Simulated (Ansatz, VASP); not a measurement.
**BeNi in VASP and in Ansatz**

```xyz
2
Lattice="2.5870 0.0000 0.0000 0.0000 2.5870 0.0000 0.0000 0.0000 2.5870" Properties=species:S:1:pos:R:3 pbc="T T T"
Be    0.0000    0.0000    0.0000
Ni    1.2935    1.2935    1.2935
```

Alike in both runs: task single point; functional LDA; k mesh 9 × 9 × 9; occupations fermi-dirac, width 0.15 eV; collinear spin.

```csv
,VASP,Ansatz
version,VASP 6.6.1,Ansatz 0.2.0
potentials or method,"VASP PAW LDA potentials, release 64 (Be, Ni)","plane waves, PAW"
plane-wave cutoff (eV),520,420
valence electrons in the cell,12,20
```

|  | VASP | Ansatz | Ansatz less VASP |
| --- | --- | --- | --- |
| net moment per atom (μB) | 0.00 | 0.00 | 0.000 |

LDA's correlation is that of Perdew and Zunger in VASP and of Perdew and Wang (1992) in Ansatz. VASP's potentials hold 12 valence electrons a cell and Ansatz's 20, so a difference there can come from the potentials and not from the codes. Ansatz's warnings: seeded moment not kept.
